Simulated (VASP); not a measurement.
Here is a VASP 6.6.1 calculation.

Contents of INCAR:

```
PREC = Accurate
ENCUT = 520
EDIFF = 1E-6
ISMEAR = 0
SIGMA = 0.05
LREAL = F
LASPH = T
NELM = 100
ALGO = Normal
ISIF = 2
LWAVE = F
LCHARG = T
LELF = T
LVHAR = T
NBANDS = 35
```

The input KPOINTS:

```
Automatic mesh
0
Gamma
  6 6 8
```

Contents of POSCAR:

```
SnO2
1.0
    4.4907696718      0.0000000000      0.0000000000
    0.0000000000      4.4913213421      0.0000000000
    0.0000000000      0.0000000000      3.0339885145
Sn O
2 4
Direct
    0.5000000000      0.5000000000      0.5000000000
    0.0000000000      0.0000000000      0.0000000000
    0.3059833077      0.3191552360      0.0000000000
    0.8059833077      0.1808447640      0.5000000000
    0.1940166923      0.8191552360      0.5000000000
    0.6940166923      0.6808447640      0.0000000000
```

Potentials or basis: VASP PAW LDA potentials, release 64 (Sn_d, O).

Run with:

```console
$ cat potpaw_LDA.64/Sn_d/POTCAR potpaw_LDA.64/O/POTCAR > POTCAR
$ mpirun -np 1 vasp_std > vasp.out
```

(1) Estimate the band gap on the k mesh.

(2) Predict the pressure.

Answers

(1) 3.25 eV.

(2) 51.1 GPa.

Caveat: the cell differs from its parent crystal (atoms shifted along a free coordinate); the stress differs along the axes, from 43 to 66 GPa; spin-orbit coupling is left out, which moves the levels of the heavy elements; forces of over 1 eV/Å act on the atoms, so gaps and moduli don't describe the material at rest.
